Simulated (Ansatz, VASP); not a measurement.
## Ti in VASP and in Ansatz

The input INCAR:

```
  ALGO = Normal
  EDIFF = 1E-8
  ENCUT = 520
  GGA = PE
  ISIF = 2
  ISMEAR = -1
  LASPH = True
  LCHARG = False
  LEFG = True
  LREAL = False
  LWAVE = False
  NBANDS = 12
  NELM = 100
  PREC = Accurate
  SIGMA = 0.05
```

KPOINTS

```
k-points
0
Gamma
  15 15 15
```

Contents of POSCAR:

```
Ti
1.0
    0.0406000000      2.0503000000      2.0503000000
    2.0503000000      0.0406000000      2.0503000000
    2.0503000000      2.0503000000      0.0406000000
Ti
1
Direct
    0.0000000000      0.0000000000      0.0000000000
```

Input for Ansatz:

```yaml
crystal:
  lattice:
    - [0.0406, 2.0503, 2.0503]
    - [2.0503, 0.0406, 2.0503]
    - [2.0503, 2.0503, 0.0406]
  atoms:
    - { symbol: Ti, position: [0.0, 0.0, 0.0] }
kpoints:
  mp_grid: { grid: [15, 15, 15] }
scf:
  occupations: { method: fermi_dirac, width: 0.05 }
hamiltonian:
  xc: pbe
  pseudopotentials: { kind: all_electron, datasets: crystal }
output:
  forces: true
  stress: true
  eigenvalues: true
  efg: { contact_densities: true }
```

Change from the starting cell: equal xy, yz and zx shear strains of +2 %, crystal datasets.

Alike in both runs: task electric field gradients; functional PBE; k mesh 15 × 15 × 15; occupations fermi-dirac, width 0.05 eV; no spin polarisation.

|  | VASP | Ansatz |
| --- | --- | --- |
| version | VASP 6.6.1 | Ansatz 0.2.0 |
| potentials or method | VASP PAW PBE potentials, release 64 (Ti_sv), cutoff 520 eV | all-electron PAW with datasets made for the crystal, scalar-relativistic |

VASP gave:

| Item | Value |
| --- | --- |
| pressure (GPa) | 4.2 |
| traceless stress, the component that is largest in VASP (GPa) | -1.25 |
| size of Vzz on the site where it differs most (V/Å²) | 8.0 |

**Question.** Estimate Ansatz's values.

**Answer.** Pressure (GPa): 4.5; traceless stress, the component that is largest in VASP (GPa): -1.26; size of Vzz on the site where it differs most (V/Å²): 7.9.

Ansatz ran all-electron here, and VASP with PAW potentials.
